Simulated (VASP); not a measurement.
Here is a VASP 6.6.1 calculation.

The input INCAR:

```
PREC = Accurate
ENCUT = 520
EDIFF = 1E-7
ISMEAR = 0
SIGMA = 0.1
LREAL = False
LASPH = True
NELM = 150
ALGO = Normal
ISIF = 2
LWAVE = False
LCHARG = False
ISPIN = 2
MAGMOM = 1.5 1.5
LORBIT = 11
LMAXMIX = 4
NBANDS = 24
```

KPOINTS

```
Automatic mesh
0
Gamma
  8 8 8
```

POSCAR

```
V
1.0
    2.9270659601      0.0000000000      0.0000000000
    0.0000000000      2.9270659601      0.0000000000
    0.0000000000      0.0000000000      2.9270659601
V
2
Direct
    0.0000000000      0.0000000000      0.0000000000
    0.5000000000      0.5000000000      0.5000000000
```

Potentials or basis: VASP PAW LDA potentials, release 64 (V_sv).

The run is started by

```bash
$ cat potpaw_LDA.64/V_sv/POTCAR > POTCAR
$ mpirun -np 1 vasp_std > vasp.out
```

Task: Predict the pressure.

Result: 0.5 GPa.

Task: Estimate the net moment.

Result: 0.00 μB per cell.

Task: Predict the band gap on the k mesh.

Result: Zero (filled and empty bands overlap).

Caveat: the moments typed at the start vanished in this run.
